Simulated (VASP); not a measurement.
Set up this calculation in VASP 6.6.1, as the native input.

* Task: single point
* Functional: PBE
* Potentials or basis: VASP PAW PBE potentials, release 64 (Ba_sv, Ti_sv, O)
* Cutoff: 520 eV
* k mesh: 6 × 6 × 6
* Occupations: fermi-dirac, width 0.02 eV
* Spin: no spin polarisation
* Dipole correction: no
* Further INCAR settings: ALGO = Normal; EDIFF = 1e-07; NBANDS = 28

The structure of BaTiO3 lies in POSCAR:

```
BaTiO3
1.0
    4.0117610854      0.0000000000      0.0000000000
    0.0000000000      4.0117610854      0.0000000000
    0.0000000000      0.0000000000      4.0575691340
Ba Ti O
1 1 3
Direct
    0.5000000000      0.5000000000      0.5825416364
    0.0000000000      0.0000000000      0.0993091638
    0.0000000000      0.5000000000      0.0642211463
    0.5000000000      0.0000000000      0.0642211463
    0.0000000000      0.0000000000      0.5497038972
```

This cell differs from its parent crystal: epitaxial xy strain +1.0%.

One way to write it, as run:

INCAR

```
SYSTEM = BaTiO3
PREC = Accurate ; ENCUT = 520
EDIFF = 1E-7 ; ISMEAR = -1
SIGMA = 0.02 ; LREAL = .FALSE.
LASPH = .TRUE. ; NELM = 60
ALGO = Normal ; ISIF = 2
LWAVE = .FALSE. ; LCHARG = .FALSE.
GGA = PE ; NBANDS = 28
```

KPOINTS

```
regular mesh
0
G
  6 6 6
  0 0 0
```

Potentials or basis: VASP PAW PBE potentials, release 64 (Ba_sv, Ti_sv, O).

Run with:

```sh
$ cat potpaw_PBE.64/Ba_sv/POTCAR potpaw_PBE.64/Ti_sv/POTCAR potpaw_PBE.64/O/POTCAR > POTCAR
$ mpirun -np 1 vasp_std > vasp.out
```

It gave:

```yaml
Pressure: 3.1 GPa
Largest_force: 0.189 eV/Å
Band_gap_on_the_k_mesh: 1.78 eV, indirect (least direct gap 2.20 eV)
```

Caveat: the cell differs from its parent crystal (epitaxial xy strain +1.0%); spin-orbit coupling is left out, which moves the levels of the heavy elements.

Run time: 69 s on 1 thread of AMD EPYC 7R13 Processor (Zen 3), with other jobs on the host, peak memory 0.19 GiB.
